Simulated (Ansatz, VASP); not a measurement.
# MgS in VASP and in Ansatz

```xyz
2
Lattice="0.0000 2.6016 2.6016 2.6016 0.0000 2.6016 2.6016 2.6016 0.0000" Properties=species:S:1:pos:R:3 pbc="T T T"
Mg    0.0000    0.0000    0.0000
S     2.6016    2.6016    2.7016
```

Change from the starting cell: all S atoms moved -0.100 Å, as atom 2 towards its neighbour atom 1 (Mg) at 2.602 Å.

Alike in both runs: task single point; functional LDA; k mesh 8 × 8 × 8; occupations gaussian, width 0.05 eV; no spin polarisation.

```csv
,VASP,Ansatz
version,VASP 6.6.1,Ansatz 0.2.0
potentials or method,"VASP PAW LDA potentials, release 64 (Mg, S), cutoff 520 eV","scalar-relativistic, plane waves, PAW"
valence electrons in the cell,8,16
```

```tsv
	VASP	Ansatz	Ansatz less VASP
gap on the k mesh at the Fermi level (eV)	2.56	2.56	+0.002
least direct gap on the mesh (eV)	3.49	3.48	-0.011
pressure (GPa)	-3.5	-3.0	+0.56
traceless stress, the component that is largest in VASP (GPa)	0.80	0.80	-0.004
rms of the force components (eV/Å)	0.154	0.154	+0.0002
```

LDA's correlation is that of Perdew and Zunger in VASP and of Perdew and Wang (1992) in Ansatz. Atom by atom the forces differ by 0.000 eV/Å (rms over components). VASP's potentials hold 8 valence electrons a cell and Ansatz's 16, so a difference there can come from the potentials and not from the codes.
